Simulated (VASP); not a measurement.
# SnTe (P6_3mc) in VASP: a series of runs

The runs below take SnTe through single point, with r2SCAN.

Program: VASP 6.6.1. These are calculated values, not measurements. Logs are shortened: lines on timing, memory, paths and dates and some standing lists are left out, and cuts for length are marked.

## (1) The cell of the first run

Symmetry: P6_3mc, No. 186, hexagonal system. Conventional cell: a = 5.397 Å, b = 5.397 Å, c = 6.488 Å, α = 90.00°, β = 90.00°, γ = 120.00°. Sn (site symmetry 3m) has 5 Te at 3.03 to 3.46 Å within 4.0 Å. Within 4.0 Å of Te (site symmetry 3m) lie 5 Sn at 3.03 to 3.46 Å.

## (2) Single point, r2SCAN

POSCAR

```
SnTe
1.0
    5.3967552201      0.0000000000      0.0000000000
   -2.6983776101      4.6737271186      0.0000000000
    0.0000000000      0.0000000000      6.4878041079
Sn Te
2 2
Direct
    0.3333333333      0.6666666667     -0.0459806368
    0.6666666667      0.3333333333      0.4540193632
    0.3333333333      0.6666666667      0.4209806368
    0.6666666667      0.3333333333      0.9209806368
```

INCAR.step1

```
  PREC = Accurate
  ENCUT = 520
  ISMEAR = 0
  SIGMA = 0.01
  LREAL = F
  LASPH = T
  NELM = 100
  NBANDS = 28
  GGA = PE
  ALGO = Normal
  EDIFF = 1E-4
  LWAVE = T
  LCHARG = F
```

INCAR.step2

```
  PREC = Accurate
  ENCUT = 520
  EDIFF = 1E-6
  ISMEAR = 0
  SIGMA = 0.01
  LREAL = F
  LASPH = T
  NELM = 100
  ALGO = Normal
  ISIF = 2
  LWAVE = F
  LCHARG = F
  METAGGA = R2SCAN
  LMIXTAU = T
  NBANDS = 28
  ISTART = 1
```

KPOINTS

```
Automatic mesh
0
Gamma
  2 2 2
```

Potentials or basis: VASP PAW PBE potentials, release 64 (Sn_d, Te).

Command:

```bash
> cat potpaw_PBE.64/Sn_d/POTCAR potpaw_PBE.64/Te/POTCAR > POTCAR
> cp INCAR.step1 INCAR
> mpirun -np 1 vasp_std > vasp.out
> cp INCAR.step2 INCAR
> mpirun -np 1 vasp_std > vasp.out
```

OUTCAR:

```text
PREC = Accurate
   ENCUT = 520
   EDIFF = 1E-6
   ISMEAR = 0
   LREAL = F
   LASPH = T
   NELM = 100
   ISIF = 2
   METAGGA = R2SCAN
   ISTART = 1

 ion  position               nearest neighbor table
   1  0.333  0.667  0.954-   3 3.03   4 3.12   4 3.12   4 3.12   3 3.46
   2  0.667  0.333  0.454-   4 3.03   3 3.12   3 3.12   3 3.12   4 3.46
   3  0.333  0.667  0.421-   1 3.03   2 3.12   2 3.12   2 3.12   1 3.46
   4  0.667  0.333  0.921-   2 3.03   1 3.12   1 3.12   1 3.12   2 3.46

  LATTYP: Found a hexagonal cell.
 ALAT       =     5.3967552201
 C/A-ratio  =     1.2021675698

  Lattice vectors:

 A1 = (   5.3967552201,   0.0000000000,   0.0000000000)
 A2 = (  -2.6983776101,   4.6737271186,   0.0000000000)
 A3 = (   0.0000000000,   0.0000000000,   6.4878041079)

Analysis of symmetry for initial positions (statically):
=====================================================================
 Subroutine PRICEL returns:
 Original cell was already a primitive cell.

 Routine SETGRP: Setting up the symmetry group for a
 hexagonal supercell.

 Subroutine GETGRP returns: Found 12 space group operations
 (whereof  6 operations were pure point group operations)
 out of a pool of 24 trial point group operations.

The static configuration has the point symmetry C_3v.
 The point group associated with its full space group is C_6v.

Analysis of symmetry for dynamics (positions and initial velocities):
=====================================================================
 Subroutine PRICEL returns:
 Original cell was already a primitive cell.

 Routine SETGRP: Setting up the symmetry group for a
 hexagonal supercell.

 Subroutine GETGRP returns: Found 12 space group operations
 (whereof  6 operations were pure point group operations)
 out of a pool of 24 trial point group operations.

The dynamic configuration has the point symmetry C_3v.
 The point group associated with its full space group is C_6v.

 Subroutine INISYM returns: Found 12 space group operations
 (whereof  6 operations are pure point group operations),
 and found     1 'primitive' translations

----------------------------------------------------------------------------------------

                                     Primitive cell

  volume of cell :     163.6416

  direct lattice vectors                    reciprocal lattice vectors
     5.396755220  0.000000000  0.000000000     0.185296527  0.106981000  0.000000000
    -2.698377610  4.673727119  0.000000000     0.000000000  0.213962000  0.000000000
     0.000000000  0.000000000  6.487804108     0.000000000  0.000000000  0.154135357

  length of vectors
     5.396755220  5.396755220  6.487804108     0.213962000  0.213962000  0.154135357

  position of ions in fractional coordinates (direct lattice)
     0.333333333  0.666666667  0.954019363
     0.666666667  0.333333333  0.454019363
     0.333333333  0.666666667  0.420980637
     0.666666667  0.333333333  0.920980637

  ion indices of the primitive-cell ions
   primitive index   ion index
                 1           1
                 2           2
                 3           3
                 4           4

----------------------------------------------------------------------------------------

 KPOINTS: Automatic mesh

Automatic generation of k-mesh.
 Grid dimensions read from file:
 generate k-points for:    2    2    2

 Generating k-lattice:

  Cartesian coordinates                     Fractional coordinates (reciprocal lattice)
     0.092648264  0.053490500  0.000000000     0.500000000  0.000000000  0.000000000
     0.000000000  0.106981000  0.000000000     0.000000000  0.500000000  0.000000000
     0.000000000  0.000000000  0.077067678     0.000000000  0.000000000  0.500000000

  Length of vectors
     0.106981000  0.106981000  0.077067678

  Shift w.r.t. Gamma in fractional coordinates (k-lattice)
     0.000000000  0.000000000  0.000000000

 Subroutine IBZKPT returns following result:
 ===========================================

 Found      4 irreducible k-points:

 Following reciprocal coordinates:
            Coordinates               Weight
  0.000000  0.000000  0.000000      1.000000
  0.500000  0.000000  0.000000      3.000000
  0.000000  0.000000  0.500000      1.000000
  0.500000  0.000000  0.500000      3.000000
   k-points           NKPTS =      4   k-points in BZ     NKDIM =      4   number of bands    NBANDS=     28
   number of dos      NEDOS =    301   number of ions     NIONS =      4
   total plane-waves  NPLWV =  76800
   dimension x,y,z NGX =    40 NGY =   40 NGZ =   48
   dimension x,y,z NGXF=    80 NGYF=   80 NGZF=   96
   ions per type =               2   2
   NGX,Y,Z   is equivalent  to a cutoff of  12.32, 12.32, 12.30 a.u.
   NGXF,Y,Z  is equivalent  to a cutoff of  24.64, 24.64, 24.60 a.u.
 SYSTEM =  unknown system
   PREC   = accura    normal or accurate (medium, high low for compatibility)
   ISTART =      1    job   : 0-new  1-cont  2-samecut
   ICHARG =      0    charge: 1-file 2-atom 10-const
   ISPIN  =      1    spin polarized calculation?
   LNONCOLLINEAR =      F non collinear calculations
   LSORBIT =      F    spin-orbit coupling
   LASPH  =      T    aspherical Exc in radial PAW
   ENCUT  =  520.0 eV  38.22 Ry    6.18 a.u.  10.03 10.03 12.06*2*pi/ulx,y,z
   NELM   =    100;   NELMIN=  2; NELMDL=  0     # of ELM steps
   EDIFF  = 0.1E-05   stopping-criterion for ELM
   LREAL  =      F    real-space projection
   EDIFFG = 0.1E-04   stopping-criterion for IOM
   NSW    =      0    number of steps for IOM
   IBRION =     -1    ionic relax: 0-MD 1-quasi-New 2-CG
   NFREE  =      0    steps in history (QN), initial steepest desc. (CG)
   ISIF   =      2    stress and relaxation
   ISYM   =      2    0-nonsym 1-usesym 2-fastsym
   POTIM  = 0.5000    time-step for ionic-motion
   TEBEG  =    0.0;   TEEND  =   0.0 temperature during run
   PSTRESS=    0.0 pullay stress
   NELECT =      40.0000    total number of electrons
   NUPDOWN=      -1.0000    fix difference up-down
   EMIN   =  10.00;   EMAX   =-10.00  energy-range for DOS
   EFERMI =   0.00;   METHOD = LEGACY
   ISMEAR =     0;   SIGMA  =   0.01  broadening in eV -4-tet -1-fermi 0-gaus
   EFERMI_NEDOS =   21; number of points for ismear=-14 and -15
   IALGO  =     38    algorithm
   IMIX   =      4    mixing-type and parameters
     AMIX     =   0.40;   BMIX     =  1.00
     AMIX_MAG =   1.60;   BMIX_MAG =  1.00
  volume/ion in A,a.u.               =      40.91       276.08
  Fermi-wavevector in a.u.,A,eV,Ry     =   1.023600  1.934323 14.255596  1.047757
  Thomas-Fermi vector in A             =   2.157342
   LORBIT       =      0    0 simple, 1 ext, 2 COOP (PROOUT), +10 PAW based schemes
   METAGGA = R2SCAN    functional components
   LHFCALC =     F    Hartree Fock is set to
   AEXX    =    0.0000 exact exchange contribution
   IVDW    =     0    specifies the selected vdW correction
   LEPSILON=     F    determine dielectric tensor
   LRPA    =     F    only Hartree local field effects (RPA)
 non-spin polarized calculation
 Gauss-broadening in eV      SIGMA  =   0.01
  energy-cutoff  :      520.00
  volume of cell :      163.64
 maximum number of plane-waves:      4428
   NGX = 21   NGY = 21   NGZ = 25

 number of electron      39.9999997 magnetization

 Free energy of the ion-electron system (eV)
  ---------------------------------------------------
  ext. energy  EPLUGINS =         0.00000000
  ---------------------------------------------------
  free energy    TOTEN  =      -101.15835710 eV

  energy without entropy =     -101.15835710  energy(sigma->0) =     -101.15835710

 E-fermi :   3.6087     XC(G=0):  -8.6090

 val. band max:        3.5059658855   @ k =   0.5000   0.0000   0.0000
 cond. band min:       4.8363826903   @ k =   0.0000   0.0000   0.0000
 fundamental gap:      1.3304168048
 Fermi energy:         3.6087318885

 k-point     1 :       0.0000    0.0000    0.0000
  band No.  band energies     occupation
      1     -18.4023      2.00000
      2     -18.3892      2.00000
      3     -18.3704      2.00000
      4     -18.3704      2.00000
      5     -18.3627      2.00000
      6     -18.3627      2.00000
[... 20 lines left out ...]
     27       9.2234      0.00000
     28       9.2235      0.00000

 k-point     2 :       0.5000    0.0000    0.0000
  band No.  band energies     occupation
      1     -18.3972      2.00000
      2     -18.3923      2.00000
      3     -18.3713      2.00000
      4     -18.3691      2.00000
      5     -18.3648      2.00000
      6     -18.3619      2.00000
[... 20 lines left out ...]
     27       8.9349      0.00000
     28       9.1735      0.00000

 k-point     3 :       0.0000    0.0000    0.5000
  band No.  band energies     occupation
      1     -18.3953      2.00000
      2     -18.3953      2.00000
      3     -18.3672      2.00000
      4     -18.3672      2.00000
      5     -18.3672      2.00000
      6     -18.3672      2.00000
[... 20 lines left out ...]
     27       9.1664      0.00000
     28       9.1664      0.00000

 k-point     4 :       0.5000    0.0000    0.5000
  band No.  band energies     occupation
      1     -18.3939      2.00000
      2     -18.3939      2.00000
      3     -18.3669      2.00000
      4     -18.3669      2.00000
      5     -18.3669      2.00000
      6     -18.3669      2.00000
[... 20 lines left out ...]
     27       9.6999      0.00000
     28       9.6999      0.00000

------------------------ aborting loop because EDIFF is reached ----------------------------------------

  FORCE on cell =-STRESS in cart. coord.  units (eV):
  Direction    XX          YY          ZZ          XY          YZ          ZX
  --------------------------------------------------------------------------------------
  -------------------------------------------------------------------------------------
  Total       -3.8286398     -3.8286398      4.1282093      0.0000000      0.0000000      0.0000000
  in kB      -37.4853262    -37.4853262     40.4183415      0.0000000      0.0000000      0.0000000
  external PRESSURE =     -11.5174369 kB  Pullay stress =       0.0000000 kB

 VOLUME and BASIS-vectors are now :
 -----------------------------------------------------------------------------
  energy-cutoff  :      520.00
  volume of cell :      163.64
      direct lattice vectors                 reciprocal lattice vectors
     5.396755220  0.000000000  0.000000000     0.185296527  0.106981000  0.000000000
    -2.698377610  4.673727119  0.000000000     0.000000000  0.213962000  0.000000000
     0.000000000  0.000000000  6.487804108     0.000000000  0.000000000  0.154135357

 POSITION                                       TOTAL-FORCE (eV/Angst)
 -----------------------------------------------------------------------------------
     -0.00000      3.11582      6.18949         0.000000     -0.000000      0.090792
      2.69838      1.55791      2.94559        -0.000000      0.000000      0.090792
     -0.00000      3.11582      2.73124        -0.000000      0.000000     -0.090792
      2.69838      1.55791      5.97514        -0.000000     -0.000000     -0.090792
 -----------------------------------------------------------------------------------
    total drift:                               -0.000000     -0.000000      0.001198

  FREE ENERGIE OF THE ION-ELECTRON SYSTEM (eV)
  ---------------------------------------------------
  free  energy   TOTEN  =      -101.1583570970 eV

  energy  without entropy=     -101.1583570970  energy(sigma->0) =     -101.15835710
```

Wall time 50 s (1 thread of Intel Xeon Platinum 8488C (Sapphire Rapids), shared host); peak memory 0.28 GiB.

Results:

```yaml
Free_energy: -101.1584 eV
Pressure: -1.2 GPa
Largest_force: 0.091 eV/Å
Band_gap_on_the_k_mesh: 1.33 eV (least direct gap 1.87 eV)
```

Forces on the atoms (eV/Å):
```
Sn   0.000  0.000  0.091
Sn   0.000  0.000  0.091
Te   0.000  0.000 -0.091
Te   0.000  0.000 -0.091
```

Caveat: the k points lie up to 0.67 Å⁻¹ apart; the PAW data sets were made with another functional, which shifts forces and pressure a little; spin-orbit coupling is left out, which moves the levels of the heavy elements.

## (3) Single point, r2SCAN

POSCAR is that of step 2.

INCAR.step1

```
SYSTEM = SnTe
ALGO     = Normal         ! electronic algorithm
EDIFF    = 1E-4           ! SCF threshold, eV
ENCUT    = 520            ! plane-wave cutoff, eV
GGA      = PE             ! functional
ISMEAR   = 0              ! smearing method
LASPH    = .TRUE.         ! aspherical terms in the spheres
LCHARG   = .FALSE.        ! write CHGCAR
LREAL    = .FALSE.        ! projectors in reciprocal space
LWAVE    = .TRUE.         ! write WAVECAR
NBANDS   = 28             ! bands
NELM     = 60             ! most SCF steps
PREC     = Accurate       ! precision mode
SIGMA    = 0.01           ! smearing width, eV
```

INCAR.step2

```
SYSTEM = SnTe
ALGO     = Normal         ! electronic algorithm
EDIFF    = 1E-6           ! SCF threshold, eV
ENCUT    = 520            ! plane-wave cutoff, eV
ISIF     = 2              ! what is computed and relaxed
ISMEAR   = 0              ! smearing method
ISTART   = 1            
LASPH    = .TRUE.         ! aspherical terms in the spheres
LCHARG   = .FALSE.        ! write CHGCAR
LMIXTAU  = .TRUE.       
LREAL    = .FALSE.        ! projectors in reciprocal space
LWAVE    = .FALSE.        ! write WAVECAR
METAGGA  = R2SCAN         ! meta-GGA
NBANDS   = 28             ! bands
NELM     = 60             ! most SCF steps
PREC     = Accurate       ! precision mode
SIGMA    = 0.01           ! smearing width, eV
```

KPOINTS

```
k-points
0
G
  8 8 1
  0 0 0
```

Potentials or basis: VASP PAW PBE potentials, release 64 (Sn_d, Te).

Command:

```bash
> cat potpaw_PBE.64/Sn_d/POTCAR potpaw_PBE.64/Te/POTCAR > POTCAR
> cp INCAR.step1 INCAR
> mpirun -np 1 vasp_std > vasp.out
> cp INCAR.step2 INCAR
> mpirun -np 1 vasp_std > vasp.out
```

Run time: 91 s. Hardware: 1 thread of Intel Xeon Platinum 8488C (Sapphire Rapids), shared host; peak memory 0.3 GiB.

Results (log left out):

```yaml
Free_energy: -103.2083 eV
Pressure: -1.9 GPa
Largest_force: 0.795 eV/Å
Band_gap_on_the_k_mesh: 0.95 eV (least direct gap 1.65 eV)
```

Forces on the atoms (eV/Å):
```
Sn   0.000  0.000 -0.795
Sn   0.000  0.000 -0.795
Te   0.000  0.000  0.795
Te   0.000  0.000  0.795
```

Stress tensor (GPa, compression positive):
```
 2.01  0.00  0.00
 0.00  2.01  0.00
 0.00  0.00 -9.88
```

Levels at points of the mesh, in eV from the valence-band top:
```csv
k point,band 17,band 18,band 19,band 20,band 21,band 22,band 23,band 24
"(0.00, 0.00, 0.00)",-3.28,-1.91,-1.91,-1.91,0.98,0.98,2.71,2.71
"(0.50, 0.00, 0.00)",-3.10,-2.30,-2.03,-0.35,2.25,3.04,3.66,4.12
```

Caveat: the k points lie up to 0.97 Å⁻¹ apart; the PAW data sets were made with another functional, which shifts forces and pressure a little; spin-orbit coupling is left out, which moves the levels of the heavy elements; an odd mesh through Γ misses points on the zone boundary, where band edges can lie.
